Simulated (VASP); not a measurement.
# KPrI4 (P2/m) in VASP: relaxation of cell and atoms with PBE

Aim: the relaxation of cell and atoms of KPrI4 with PBE.

Program: VASP 6.6.1. These are calculated values, not measurements. Logs are shortened: lines on timing, memory, paths and dates and some standing lists are left out, and cuts for length are marked.

## (1) The cell of the first run

Symmetry: P2/m, No. 10, monoclinic system. Conventional cell: a = 7.684 Å, b = 4.787 Å, c = 8.384 Å, α = 90.00°, β = 93.18°, γ = 90.00°. K (site symmetry 2/m) has 6 I at 3.48 to 3.81 Å within 4.6 Å. Within 4.1 Å of Pr (site symmetry 2/m) lie 6 I at 3.10 to 3.21 Å. Within 4.1 Å of I (site symmetry m) lie 1 Pr at 3.10 Å and 2 K at 3.48 Å. I (site symmetry m) has 2 Pr at 3.21 Å and 1 K at 3.81 Å and 8 I at 4.27 to 4.79 Å within 4.8 Å.

## (2) Relaxation of cell and atoms, PBE

INCAR

```
SYSTEM = KPrI4
ALGO     = Normal         ! electronic algorithm
EDIFF    = 1E-7           ! SCF threshold, eV
EDIFFG   = -0.001         ! ionic threshold
ENCUT    = 500            ! plane-wave cutoff, eV
GGA      = PE             ! functional
GGA_COMPAT= .FALSE.      
IBRION   = 2              ! ionic algorithm
ISIF     = 3              ! what is computed and relaxed
ISMEAR   = 0              ! smearing method
LASPH    = .TRUE.         ! aspherical terms in the spheres
LCHARG   = .FALSE.        ! write CHGCAR
LMAXMIX  = 6              ! l up to which the mixer works
LREAL    = .FALSE.        ! projectors in reciprocal space
LWAVE    = .FALSE.        ! write WAVECAR
NELM     = 200            ! most SCF steps
NELMIN   = 4            
NSW      = 80             ! ionic steps
PREC     = Accurate       ! precision mode
SIGMA    = 0.01           ! smearing width, eV
```

KPOINTS

```
k-points
0
G
  4 6 4
  0 0 0
```

POSCAR

```
KPrI4
1.0
    7.6831996047      0.0000000000     -0.0711133824
    0.0000000000      4.7865194551      0.0000000000
   -0.3877229939      0.0000000000      8.3747124952
K Pr I
1 1 4
Direct
    0.0000000000      0.0000000000      0.0000000000
    0.5000000000      0.5000000000      0.5000000000
    0.2722378285      0.5000000000      0.1832551101
    0.7277621715      0.5000000000      0.8167448899
    0.7297176433      0.0000000000      0.3674395991
    0.2702823567      0.0000000000      0.6325604009
```

Potentials or basis: VASP PAW PBE potentials, release 64 (K_sv, Pr_3, I), 4f in core.

The run is started by

```
cat potpaw_PBE.64/K_sv/POTCAR potpaw_PBE.64/Pr_3/POTCAR potpaw_PBE.64/I/POTCAR > POTCAR
mpirun -np 1 vasp_std > vasp.out
```

OUTCAR:

```text
SYSTEM = KPrI4
   EDIFF = 1E-7
   EDIFFG = -0.001
   ENCUT = 500
   GGA = PE
   IBRION = 2
   ISIF = 3
   ISMEAR = 0
   LASPH = .TRUE.
   LREAL = .FALSE.
   NELM = 200
   NELMIN = 4
   NSW = 80
   PREC = Accurate

 ion  position               nearest neighbor table
   1  0.000  0.000  0.000-   3 3.48   4 3.48   3 3.48   4 3.48
   2  0.500  0.500  0.500-   3 3.10   4 3.10   5 3.21   6 3.21   5 3.21   6 3.21
   3  0.272  0.500  0.183-   2 3.10   1 3.48   1 3.48
   4  0.728  0.500  0.817-   2 3.10   1 3.48   1 3.48
   5  0.730  0.000  0.367-   2 3.21   2 3.21
   6  0.270  0.000  0.633-   2 3.21   2 3.21

  LATTYP: Found a simple monoclinic cell.
 ALAT       =     7.6835286997
 B/A-ratio  =     0.6229584924
 C/A-ratio  =     1.0911240394
 COS(beta)  =    -0.0554907541

  Lattice vectors:

 A1 = (   7.6831996047,   0.0000000000,  -0.0711133824)
 A2 = (   0.0000000000,   4.7865194551,   0.0000000000)
 A3 = (  -0.3877229939,   0.0000000000,   8.3747124952)

Analysis of symmetry for initial positions (statically):
=====================================================================
 Subroutine PRICEL returns:
 Original cell was already a primitive cell.

 Routine SETGRP: Setting up the symmetry group for a
 simple monoclinic supercell.

 Subroutine GETGRP returns: Found  4 space group operations
 (whereof  4 operations were pure point group operations)
 out of a pool of  4 trial point group operations.

The static configuration has the point symmetry C_2h.

Analysis of symmetry for dynamics (positions and initial velocities):
=====================================================================
 Subroutine PRICEL returns:
 Original cell was already a primitive cell.

 Routine SETGRP: Setting up the symmetry group for a
 simple monoclinic supercell.

 Subroutine GETGRP returns: Found  4 space group operations
 (whereof  4 operations were pure point group operations)
 out of a pool of  4 trial point group operations.

The dynamic configuration has the point symmetry C_2h.

 Subroutine INISYM returns: Found  4 space group operations
 (whereof  4 operations are pure point group operations),
 and found     1 'primitive' translations

----------------------------------------------------------------------------------------

                                     Primitive cell

  volume of cell :     307.8546

  direct lattice vectors                    reciprocal lattice vectors
     7.683199605  0.000000000 -0.071113382     0.130209905  0.000000000  0.006028311
     0.000000000  4.786519455  0.000000000     0.000000000  0.208920074  0.000000000
    -0.387722994  0.000000000  8.374712495     0.001105670  0.000000000  0.119458273

  length of vectors
     7.683528700  4.786519455  8.383682872     0.130349377  0.208920074  0.119463390

  position of ions in fractional coordinates (direct lattice)
     0.000000000  0.000000000  0.000000000
     0.500000000  0.500000000  0.500000000
     0.272237829  0.500000000  0.183255110
     0.727762171  0.500000000  0.816744890
     0.729717643  0.000000000  0.367439599
     0.270282357  0.000000000  0.632560401

  ion indices of the primitive-cell ions
   primitive index   ion index
                 1           1
                 2           2
                 3           3
                 4           4
                 5           5
                 6           6

----------------------------------------------------------------------------------------

 KPOINTS: k-points

Automatic generation of k-mesh.
 Grid dimensions read from file:
 generate k-points for:    4    6    4

 Generating k-lattice:

  Cartesian coordinates                     Fractional coordinates (reciprocal lattice)
     0.032552476  0.000000000  0.001507078     0.250000000  0.000000000 -0.000000000
     0.000000000  0.034820012  0.000000000     0.000000000  0.166666667  0.000000000
     0.000276417  0.000000000  0.029864568     0.000000000  0.000000000  0.250000000

  Length of vectors
     0.032587344  0.034820012  0.029865848

  Shift w.r.t. Gamma in fractional coordinates (k-lattice)
     0.000000000  0.000000000  0.000000000

 Subroutine IBZKPT returns following result:
 ===========================================

 Found     40 irreducible k-points:

 Following reciprocal coordinates:
            Coordinates               Weight
  0.000000  0.000000  0.000000      1.000000
  0.250000  0.000000  0.000000      2.000000
  0.500000  0.000000  0.000000      1.000000
  0.000000  0.166667  0.000000      2.000000
  0.250000  0.166667  0.000000      4.000000
  0.500000  0.166667  0.000000      2.000000
[... 16 lines left out ...]
  0.500000  0.333333  0.250000      4.000000
 -0.250000  0.333333  0.250000      4.000000
 [... further k-points ...]
   k-points           NKPTS =     40   k-points in BZ     NKDIM =     40   number of bands    NBANDS=     28
   number of dos      NEDOS =    301   number of ions     NIONS =      6
   total plane-waves  NPLWV = 129024
   dimension x,y,z NGX =    56 NGY =   36 NGZ =   64
   dimension x,y,z NGXF=   112 NGYF=   72 NGZF=  128
   ions per type =               1   1   4
   NGX,Y,Z   is equivalent  to a cutoff of  12.12, 12.50, 12.69 a.u.
   NGXF,Y,Z  is equivalent  to a cutoff of  24.23, 25.01, 25.38 a.u.
 SYSTEM =  KPrI4
   PREC   = accura    normal or accurate (medium, high low for compatibility)
   ISTART =      0    job   : 0-new  1-cont  2-samecut
   ICHARG =      2    charge: 1-file 2-atom 10-const
   ISPIN  =      1    spin polarized calculation?
   LNONCOLLINEAR =      F non collinear calculations
   LSORBIT =      F    spin-orbit coupling
   LASPH  =      T    aspherical Exc in radial PAW
   ENCUT  =  500.0 eV  36.75 Ry    6.06 a.u.  14.01  8.73 15.29*2*pi/ulx,y,z
   NELM   =    200;   NELMIN=  4; NELMDL= -5     # of ELM steps
   EDIFF  = 0.1E-06   stopping-criterion for ELM
   LREAL  =      F    real-space projection
   EDIFFG = -.1E-02   stopping-criterion for IOM
   NSW    =     80    number of steps for IOM
   IBRION =      2    ionic relax: 0-MD 1-quasi-New 2-CG
   NFREE  =      1    steps in history (QN), initial steepest desc. (CG)
   ISIF   =      3    stress and relaxation
   ISYM   =      2    0-nonsym 1-usesym 2-fastsym
   POTIM  = 0.5000    time-step for ionic-motion
   TEBEG  =    0.0;   TEEND  =   0.0 temperature during run
   PSTRESS=    0.0 pullay stress
   NELECT =      48.0000    total number of electrons
   NUPDOWN=      -1.0000    fix difference up-down
   EMIN   =  10.00;   EMAX   =-10.00  energy-range for DOS
   EFERMI =   0.00;   METHOD = LEGACY
   ISMEAR =     0;   SIGMA  =   0.01  broadening in eV -4-tet -1-fermi 0-gaus
   EFERMI_NEDOS =   21; number of points for ismear=-14 and -15
   IALGO  =     38    algorithm
   IMIX   =      4    mixing-type and parameters
     AMIX     =   0.40;   BMIX     =  1.00
     AMIX_MAG =   1.60;   BMIX_MAG =  1.00
  volume/ion in A,a.u.               =      51.31       346.25
  Fermi-wavevector in a.u.,A,eV,Ry     =   0.881130  1.665094 10.563429  0.776390
  Thomas-Fermi vector in A             =   2.001584
   LORBIT       =      0    0 simple, 1 ext, 2 COOP (PROOUT), +10 PAW based schemes
   GGA     = PE    functional components
   LHFCALC =     F    Hartree Fock is set to
   AEXX    =    0.0000 exact exchange contribution
   IVDW    =     0    specifies the selected vdW correction
   LEPSILON=     F    determine dielectric tensor
   LRPA    =     F    only Hartree local field effects (RPA)
 conjugate gradient relaxation of ions
 non-spin polarized calculation
 Gauss-broadening in eV      SIGMA  =   0.01
  energy-cutoff  :      500.00
  volume of cell :      307.85
 maximum number of plane-waves:      7848
   NGX = 29   NGY = 17   NGZ = 31

--------------------------------------- Ionic step        1  -------------------------------------------

 number of electron      48.0000003 magnetization

 Free energy of the ion-electron system (eV)
  ---------------------------------------------------
  ext. energy  EPLUGINS =         0.00000000
  ---------------------------------------------------
  free energy    TOTEN  =       -20.45290412 eV

  energy without entropy =      -20.45290412  energy(sigma->0) =      -20.45290412

------------------------ aborting loop because EDIFF is reached ----------------------------------------

  FORCE on cell =-STRESS in cart. coord.  units (eV):
  Direction    XX          YY          ZZ          XY          YZ          ZX
  --------------------------------------------------------------------------------------
  -------------------------------------------------------------------------------------
  Total        0.0337735      0.0731715      0.0035920      0.0000000      0.0000000     -0.0035696
  in kB        0.1757683      0.3808085      0.0186938      0.0000000      0.0000000     -0.0185776
  external PRESSURE =       0.1917569 kB  Pullay stress =       0.0000000 kB
[... 101 lines left out ...]
  FREE ENERGIE OF THE ION-ELECTRON SYSTEM (eV)
  ---------------------------------------------------
  free  energy   TOTEN  =       -20.4529407870 eV

  energy  without entropy=      -20.4529407870  energy(sigma->0) =      -20.45294079

[... ionic steps 4 to 42 ...]

--------------------------------------- Ionic step       43  -------------------------------------------

 number of electron      48.0000003 magnetization

------------------------ aborting loop because EDIFF is reached ----------------------------------------

  FORCE on cell =-STRESS in cart. coord.  units (eV):
  Direction    XX          YY          ZZ          XY          YZ          ZX
  --------------------------------------------------------------------------------------
  -------------------------------------------------------------------------------------
  Total        0.0014680      0.0041099      0.0037578      0.0000000      0.0000000     -0.0007016
  in kB        0.0076279      0.0213560      0.0195261      0.0000000      0.0000000     -0.0036456
  external PRESSURE =       0.0161700 kB  Pullay stress =       0.0000000 kB
[... 65 lines left out ...]
  energy  without entropy=      -20.4530386972  energy(sigma->0) =      -20.45303870

--------------------------------------- Ionic step       45  -------------------------------------------

 number of electron      48.0000003 magnetization

 Free energy of the ion-electron system (eV)
  ---------------------------------------------------
  ext. energy  EPLUGINS =         0.00000000
  ---------------------------------------------------
  free energy    TOTEN  =       -20.45303871 eV

  energy without entropy =      -20.45303871  energy(sigma->0) =      -20.45303871

 E-fermi :  -0.0843     XC(G=0):  -6.9684

 val. band max:       -0.1506935190   @ k =   0.2500   0.0000   0.2500
 cond. band min:       2.3758738230   @ k =   0.0000   0.0000   0.0000
 fundamental gap:      2.5265673420
 Fermi energy:        -0.0843107121

 k-point     1 :       0.0000    0.0000    0.0000
  band No.  band energies     occupation
      1     -36.1229      2.00000
      2     -29.0467      2.00000
      3     -18.1017      2.00000
      4     -18.0118      2.00000
      5     -18.0088      2.00000
      6     -12.5649      2.00000
[... 733 lines left out ...]
     27       3.2566      0.00000
     28       4.2223      0.00000

 [... further k-points ...]

------------------------ aborting loop because EDIFF is reached ----------------------------------------

  FORCE on cell =-STRESS in cart. coord.  units (eV):
  Direction    XX          YY          ZZ          XY          YZ          ZX
  --------------------------------------------------------------------------------------
  -------------------------------------------------------------------------------------
  Total       -0.0007811      0.0021841      0.0007806      0.0000000      0.0000000     -0.0016225
  in kB       -0.0040583      0.0113482      0.0040560      0.0000000      0.0000000     -0.0084302
  external PRESSURE =       0.0037820 kB  Pullay stress =       0.0000000 kB
[... 21 lines left out ...]
  FREE ENERGIE OF THE ION-ELECTRON SYSTEM (eV)
  ---------------------------------------------------
  free  energy   TOTEN  =       -20.4530387127 eV

  energy  without entropy=      -20.4530387127  energy(sigma->0) =      -20.45303871

 reached required accuracy - stopping structural energy minimisation
```

Wall time 39 min (1 thread of Intel Xeon 6975P-C (Granite Rapids), shared host); peak memory 0.61 GiB.

What came out:

| Item | Value |
| --- | --- |
| Free energy | -20.4530 eV |
| Relaxed volume | 51.39 Å³/atom |
| Relaxed cell | a = 7.721 Å, b = 4.794 Å, c = 8.345 Å, α = 90.00°, β = 93.29°, γ = 90.00° |
| Space group after relaxing (to 0.1 Å) | P2/m (No. 10) |
| Energy gained by relaxing | 0.0 meV/atom |
| Ionic steps | 45 |
| Pressure after relaxing | 0.0 GPa |
| Band gap on the k mesh | 2.53 eV (least direct gap 2.54 eV) |

Step by step:
```tsv
step	energy change (eV)	largest force (eV/Å)	pressure (GPa)	volume (Å³)
1	0.0000	0.0048	0.02	307.85
3	0.0000	0.0055	-0.01	308.28
5	0.0000	0.0040	0.00	308.21
7	0.0000	0.0056	0.00	308.17
9	-0.0001	0.0035	0.00	308.20
11	-0.0001	0.0023	0.00	308.21
13	-0.0001	0.0020	0.00	308.14
15	-0.0001	0.0019	0.01	307.89
17	-0.0001	0.0023	0.00	308.01
19	-0.0001	0.0036	0.00	308.10
21	-0.0001	0.0043	0.00	308.29
23	-0.0001	0.0023	0.00	308.33
25	-0.0001	0.0013	0.00	308.38
27	-0.0001	0.0013	0.00	308.37
29	-0.0001	0.0018	0.00	308.32
31	-0.0001	0.0018	0.00	308.32
33	-0.0001	0.0019	0.00	308.32
35	-0.0001	0.0026	0.00	308.30
37	-0.0001	0.0017	0.00	308.36
39	-0.0001	0.0016	0.00	308.39
41	-0.0001	0.0011	0.00	308.37
43	-0.0001	0.0011	0.00	308.34
45	-0.0001	0.0009	0.00	308.35
```

Final structure:
```yaml
crystal:
  lattice:
    - [7.72056, 0.00000, -0.07678]
    - [0.00000, 4.79367, 0.00000]
    - [-0.39607, 0.00000, 8.33562]
  atoms:
    - { symbol: K, position: [0.00000, 0.00000, 0.00000] }
    - { symbol: Pr, position: [0.50000, 0.50000, 0.50000] }
    - { symbol: I, position: [0.27311, 0.50000, 0.18157] }
    - { symbol: I, position: [0.72689, 0.50000, 0.81843] }
    - { symbol: I, position: [0.72846, 0.00000, 0.36721] }
    - { symbol: I, position: [0.27154, 0.00000, 0.63279] }
```

Caveat: spin-orbit coupling is left out, which moves the levels of the heavy elements; the 4f electrons are frozen in the core, so they carry no moment and show no levels.
